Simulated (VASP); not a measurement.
# Ga2As5 (Cmmm) in VASP: single point with PBE

Aim: the single point of Ga2As5 with PBE.

Everything below comes from runs of VASP 6.6.1. Logs are shortened: lines on timing, memory, paths and dates and some standing lists are left out, and cuts for length are marked.

## 1. The cell of the first run

Symmetry: Cmmm, No. 65, orthorhombic system. Conventional cell: a = 5.152 Å, b = 7.936 Å, c = 7.391 Å, α = 90.00°, β = 90.00°, γ = 90.00°. Ga (site symmetry mm2) has 10 As at 2.66 to 3.41 Å and 1 Ga at 2.91 Å within 3.5 Å. Within 3.5 Å of As (site symmetry mmm) lie 6 As at 2.53 to 2.95 Å and 4 Ga at 3.41 Å. Within 3.6 Å of As (site symmetry m2m) lie 3 As at 2.75 to 2.85 Å and 6 Ga at 2.97 to 3.26 Å. Within 3.3 Å of As (site symmetry m2m) lie 6 As at 2.53 to 2.95 Å and 2 Ga at 2.66 Å.

The cell was built from a structure type or drawn by symmetry, and may not be a known phase.

## 2. Single point, PBE

INCAR reads:

```
PREC     = Accurate       # precision mode
ENCUT    = 520            # plane-wave cutoff, eV
EDIFF    = 1E-6           # SCF threshold, eV
ISMEAR   = 0              # smearing method
SIGMA    = 0.2            # smearing width, eV
LREAL    = False          # projectors in reciprocal space
LASPH    = True           # aspherical terms in the spheres
NELM     = 100            # most SCF steps
ALGO     = Normal         # electronic algorithm
ISIF     = 2              # what is computed and relaxed
LWAVE    = False          # write WAVECAR
LCHARG   = False          # write CHGCAR
GGA      = PE             # functional
NBANDS   = 34             # bands
```

KPOINTS reads:

```
regular mesh
0
Gamma
  4 4 2
```

POSCAR reads:

```
Ga2As5
1.0
    2.5761216140     -3.9681985748      0.0000000000
    2.5761216140      3.9681985748      0.0000000000
    0.0000000000      0.0000000000      7.3905830168
Ga As
2 5
Direct
    0.0000000000      0.0000000000      0.3033141042
    0.0000000000      0.0000000000      0.6966858958
    0.5000000000      0.5000000000      0.0000000000
    0.3264903477      0.6735096523      0.5000000000
    0.6735096523      0.3264903477      0.5000000000
    0.8185401767      0.1814598233      0.0000000000
    0.1814598233      0.8185401767      0.0000000000
```

Potentials or basis: VASP PAW PBE potentials, release 64 (Ga_d, As).

Run with:

```bash
cat potpaw_PBE.64/Ga_d/POTCAR potpaw_PBE.64/As/POTCAR > POTCAR
mpirun -np 1 vasp_std > vasp.out
```

OUTCAR:

```text
PREC = Accurate
   ENCUT = 520
   EDIFF = 1E-6
   ISMEAR = 0
   LREAL = False
   LASPH = True
   NELM = 100
   ISIF = 2
   GGA = PE

 ion  position               nearest neighbor table
   1  0.000  0.000  0.303-   6 2.66   7 2.66   2 2.91
   2  0.000  0.000  0.697-   6 2.66   7 2.66   1 2.91
   3  0.500  0.500  0.000-   6 2.53   7 2.53
   4  0.326  0.674  0.500-   5 2.75   5 2.85   5 2.85
   5  0.674  0.326  0.500-   4 2.75   4 2.85   4 2.85
   6  0.819  0.181  0.000-   3 2.53   2 2.66   1 2.66   7 2.80   7 2.80   7 2.88
   7  0.181  0.819  0.000-   3 2.53   2 2.66   1 2.66   6 2.80   6 2.80   6 2.88

  LATTYP: Found a base centered orthorhombic cell.
 ALAT       =     5.1522432280
 B/A-ratio  =     1.5403770355
 C/A-ratio  =     1.4344398527

  Lattice vectors:

 A1 = (   2.5761216140,  -3.9681985748,   0.0000000000)
 A2 = (   2.5761216140,   3.9681985748,   0.0000000000)
 A3 = (   0.0000000000,   0.0000000000,   7.3905830168)

Analysis of symmetry for initial positions (statically):
=====================================================================
 Subroutine PRICEL returns:
 Original cell was already a primitive cell.

 Routine SETGRP: Setting up the symmetry group for a
 base centered orthorhombic supercell.

 Subroutine GETGRP returns: Found  8 space group operations
 (whereof  8 operations were pure point group operations)
 out of a pool of  8 trial point group operations.

The static configuration has the point symmetry D_2h.

Analysis of symmetry for dynamics (positions and initial velocities):
=====================================================================
 Subroutine PRICEL returns:
 Original cell was already a primitive cell.

 Routine SETGRP: Setting up the symmetry group for a
 base centered orthorhombic supercell.

 Subroutine GETGRP returns: Found  8 space group operations
 (whereof  8 operations were pure point group operations)
 out of a pool of  8 trial point group operations.

The dynamic configuration has the point symmetry D_2h.

 Subroutine INISYM returns: Found  8 space group operations
 (whereof  8 operations are pure point group operations),
 and found     1 'primitive' translations

----------------------------------------------------------------------------------------

                                     Primitive cell

  volume of cell :     151.1014

  direct lattice vectors                    reciprocal lattice vectors
     2.576121614 -3.968198575  0.000000000     0.194090216 -0.126001759  0.000000000
     2.576121614  3.968198575  0.000000000     0.194090216  0.126001759  0.000000000
     0.000000000  0.000000000  7.390583017     0.000000000  0.000000000  0.135307323

  length of vectors
     4.731067797  4.731067797  7.390583017     0.231403231  0.231403231  0.135307323

  position of ions in fractional coordinates (direct lattice)
     0.000000000  0.000000000  0.303314104
     0.000000000  0.000000000  0.696685896
     0.500000000  0.500000000  0.000000000
     0.326490348  0.673509652  0.500000000
     0.673509652  0.326490348  0.500000000
     0.818540177  0.181459823  0.000000000
     0.181459823  0.818540177  0.000000000

  ion indices of the primitive-cell ions
   primitive index   ion index
                 1           1
                 2           2
                 3           3
                 4           4
                 5           5
                 6           6
                 7           7

----------------------------------------------------------------------------------------

 KPOINTS: regular mesh

Automatic generation of k-mesh.
 Grid dimensions read from file:
 generate k-points for:    4    4    2

 Generating k-lattice:

  Cartesian coordinates                     Fractional coordinates (reciprocal lattice)
     0.048522554 -0.031500440  0.000000000     0.250000000  0.000000000  0.000000000
     0.048522554  0.031500440  0.000000000     0.000000000  0.250000000  0.000000000
     0.000000000  0.000000000  0.067653661     0.000000000  0.000000000  0.500000000

  Length of vectors
     0.057850808  0.057850808  0.067653661

  Shift w.r.t. Gamma in fractional coordinates (k-lattice)
     0.000000000  0.000000000  0.000000000

 Subroutine IBZKPT returns following result:
 ===========================================

 Found     14 irreducible k-points:

 Following reciprocal coordinates:
            Coordinates               Weight
  0.000000  0.000000  0.000000      1.000000
  0.250000  0.000000  0.000000      4.000000
  0.500000  0.000000  0.000000      2.000000
  0.250000  0.250000  0.000000      2.000000
  0.500000  0.250000  0.000000      4.000000
 -0.250000  0.250000  0.000000      2.000000
  0.500000  0.500000  0.000000      1.000000
  0.000000  0.000000  0.500000      1.000000
  0.250000  0.000000  0.500000      4.000000
  0.500000  0.000000  0.500000      2.000000
  0.250000  0.250000  0.500000      2.000000
  0.500000  0.250000  0.500000      4.000000
 -0.250000  0.250000  0.500000      2.000000
  0.500000  0.500000  0.500000      1.000000
   k-points           NKPTS =     14   k-points in BZ     NKDIM =     14   number of bands    NBANDS=     34
   number of dos      NEDOS =    301   number of ions     NIONS =      7
   total plane-waves  NPLWV =  72576
   dimension x,y,z NGX =    36 NGY =   36 NGZ =   56
   dimension x,y,z NGXF=    72 NGYF=   72 NGZF=  112
   ions per type =               2   5
   NGX,Y,Z   is equivalent  to a cutoff of  12.65, 12.65, 12.60 a.u.
   NGXF,Y,Z  is equivalent  to a cutoff of  25.30, 25.30, 25.19 a.u.
 SYSTEM =  unknown system
   PREC   = accura    normal or accurate (medium, high low for compatibility)
   ISTART =      0    job   : 0-new  1-cont  2-samecut
   ICHARG =      2    charge: 1-file 2-atom 10-const
   ISPIN  =      1    spin polarized calculation?
   LNONCOLLINEAR =      F non collinear calculations
   LSORBIT =      F    spin-orbit coupling
   LASPH  =      T    aspherical Exc in radial PAW
   ENCUT  =  520.0 eV  38.22 Ry    6.18 a.u.   8.80  8.80 13.74*2*pi/ulx,y,z
   NELM   =    100;   NELMIN=  2; NELMDL= -5     # of ELM steps
   EDIFF  = 0.1E-05   stopping-criterion for ELM
   LREAL  =      F    real-space projection
   EDIFFG = 0.1E-04   stopping-criterion for IOM
   NSW    =      0    number of steps for IOM
   IBRION =     -1    ionic relax: 0-MD 1-quasi-New 2-CG
   NFREE  =      0    steps in history (QN), initial steepest desc. (CG)
   ISIF   =      2    stress and relaxation
   ISYM   =      2    0-nonsym 1-usesym 2-fastsym
   POTIM  = 0.5000    time-step for ionic-motion
   TEBEG  =    0.0;   TEEND  =   0.0 temperature during run
   PSTRESS=    0.0 pullay stress
   NELECT =      51.0000    total number of electrons
   NUPDOWN=      -1.0000    fix difference up-down
   EMIN   =  10.00;   EMAX   =-10.00  energy-range for DOS
   EFERMI =   0.00;   METHOD = LEGACY
   ISMEAR =     0;   SIGMA  =   0.20  broadening in eV -4-tet -1-fermi 0-gaus
   EFERMI_NEDOS =   21; number of points for ismear=-14 and -15
   IALGO  =     38    algorithm
   IMIX   =      4    mixing-type and parameters
     AMIX     =   0.40;   BMIX     =  1.00
     AMIX_MAG =   1.60;   BMIX_MAG =  1.00
  volume/ion in A,a.u.               =      21.59       145.67
  Fermi-wavevector in a.u.,A,eV,Ry     =   1.139835  2.153976 17.677020  1.299224
  Thomas-Fermi vector in A             =   2.276538
   LORBIT       =      0    0 simple, 1 ext, 2 COOP (PROOUT), +10 PAW based schemes
   GGA     = PE    functional components
   LHFCALC =     F    Hartree Fock is set to
   AEXX    =    0.0000 exact exchange contribution
   IVDW    =     0    specifies the selected vdW correction
   LEPSILON=     F    determine dielectric tensor
   LRPA    =     F    only Hartree local field effects (RPA)
 non-spin polarized calculation
 Gauss-broadening in eV      SIGMA  =   0.20
  energy-cutoff  :      520.00
  volume of cell :      151.10
 maximum number of plane-waves:      4120
   NGX = 17   NGY = 17   NGZ = 27

 number of electron      51.0000008 magnetization

 Free energy of the ion-electron system (eV)
  ---------------------------------------------------
  ext. energy  EPLUGINS =         0.00000000
  ---------------------------------------------------
  free energy    TOTEN  =       -26.73568510 eV

  energy without entropy =      -26.70174618  energy(sigma->0) =      -26.71871564

 E-fermi :   4.7052     XC(G=0): -10.1027

 val. band max:        4.6863131322   @ k =   0.5000   0.0000   0.5000
 cond. band min:       4.7110208172   @ k =   0.2500   0.0000   0.5000
 fundamental gap:      0.0247076849
 Fermi energy:         4.7052273163

 k-point     1 :       0.0000    0.0000    0.0000
  band No.  band energies     occupation
      1     -10.2255      2.00000
      2     -10.1134      2.00000
      3     -10.1114      2.00000
      4     -10.0796      2.00000
      5     -10.0745      2.00000
      6     -10.0679      2.00000
[... 26 lines left out ...]
     33       9.5248      0.00000
     34       9.8661      0.00000

 k-point     2 :       0.2500    0.0000    0.0000
  band No.  band energies     occupation
      1     -10.2057      2.00000
      2     -10.1258      2.00000
      3     -10.1134      2.00000
      4     -10.0793      2.00000
      5     -10.0757      2.00000
      6     -10.0661      2.00000
[... 26 lines left out ...]
     33       8.2734      0.00000
     34       9.0334      0.00000

 k-point     3 :       0.5000    0.0000    0.0000
  band No.  band energies     occupation
      1     -10.1913      2.00000
      2     -10.1382      2.00000
      3     -10.1143      2.00000
      4     -10.0791      2.00000
      5     -10.0785      2.00000
      6     -10.0633      2.00000
[... 26 lines left out ...]
     33       8.2952      0.00000
     34       8.7471      0.00000
[... 334 lines left out ...]
 k-point    13 :      -0.2500    0.2500    0.5000
  band No.  band energies     occupation
      1     -10.1544      2.00000
      2     -10.1115      2.00000
      3     -10.1088      2.00000
      4     -10.1042      2.00000
      5     -10.0695      2.00000
      6     -10.0676      2.00000
[... 26 lines left out ...]
     33       9.1949      0.00000
     34       9.5843      0.00000

 k-point    14 :       0.5000    0.5000    0.5000
  band No.  band energies     occupation
      1     -10.1555      2.00000
      2     -10.1174      2.00000
      3     -10.1128      2.00000
      4     -10.0949      2.00000
      5     -10.0707      2.00000
      6     -10.0692      2.00000
[... 26 lines left out ...]
     33       8.3069      0.00000
     34      10.2273      0.00000

------------------------ aborting loop because EDIFF is reached ----------------------------------------

  FORCE on cell =-STRESS in cart. coord.  units (eV):
  Direction    XX          YY          ZZ          XY          YZ          ZX
  --------------------------------------------------------------------------------------
  -------------------------------------------------------------------------------------
  Total        0.0403840      0.1563642      0.0692794      0.0000000      0.0000000      0.0000000
  in kB        0.4282051      1.6579809      0.7345920      0.0000000      0.0000000      0.0000000
  external PRESSURE =       0.9402593 kB  Pullay stress =       0.0000000 kB

 VOLUME and BASIS-vectors are now :
 -----------------------------------------------------------------------------
  energy-cutoff  :      520.00
  volume of cell :      151.10
      direct lattice vectors                 reciprocal lattice vectors
     2.576121614 -3.968198575  0.000000000     0.194090216 -0.126001759  0.000000000
     2.576121614  3.968198575  0.000000000     0.194090216  0.126001759  0.000000000
     0.000000000  0.000000000  7.390583017     0.000000000  0.000000000  0.135307323

 POSITION                                       TOTAL-FORCE (eV/Angst)
 -----------------------------------------------------------------------------------
      0.00000      0.00000      2.24167         0.000000     -0.000000      0.007086
      0.00000      0.00000      5.14891        -0.000000     -0.000000     -0.007086
      2.57612      0.00000      0.00000        -0.000000     -0.000000     -0.000000
      2.57612      1.37704      3.69529        -0.000000      0.002827     -0.000000
      2.57612     -1.37704      3.69529        -0.000000     -0.002827      0.000000
      2.57612     -2.52806      0.00000        -0.000000     -0.012051     -0.000000
      2.57612      2.52806      0.00000        -0.000000      0.012051      0.000000
 -----------------------------------------------------------------------------------
    total drift:                                0.000000      0.000000      0.000000

  FREE ENERGIE OF THE ION-ELECTRON SYSTEM (eV)
  ---------------------------------------------------
  free  energy   TOTEN  =       -26.7356850991 eV

  energy  without entropy=      -26.7017461831  energy(sigma->0) =      -26.71871564
```

Run time: 26 s. Hardware: 1 thread of Intel Xeon 6975P-C (Granite Rapids), shared host; peak memory 0.27 GiB.

Results:

```
Free energy            : -26.7357 eV
Pressure               : 0.1 GPa
Largest force          : 0.012 eV/Å
Band gap on the k mesh : zero (an odd number of electrons rules out a gap without spin polarisation)
```

Forces on the atoms (eV/Å):
```
Ga   0.000  0.000  0.007
Ga   0.000  0.000 -0.007
As   0.000  0.000  0.000
As   0.000  0.003  0.000
As   0.000 -0.003  0.000
As   0.000 -0.012  0.000
As   0.000  0.012  0.000
```

Levels at points of the mesh, in eV from the Fermi level:
```csv
k point,band 23,band 24,band 25,band 26,band 27,band 28
"(0.00, 0.00, 0.00)",-2.12,-1.88,-0.99,-0.95,-0.71,-0.35
"(0.50, 0.00, 0.00)",-0.46,-0.36,-0.16,0.33,0.56,1.11
"(0.50, 0.50, 0.00)",-0.63,-0.15,0.76,0.85,1.07,1.63
"(0.00, 0.00, 0.50)",-3.22,-1.95,-1.79,-1.13,0.76,0.84
"(0.50, 0.00, 0.50)",-0.43,-0.39,-0.02,0.56,0.78,1.32
"(0.50, 0.50, 0.50)",-0.93,-0.79,-0.55,0.11,1.58,1.91
```

Caveat: the k points lie up to 0.43 Å⁻¹ apart, too coarse for converged energies and pressures of a metal.
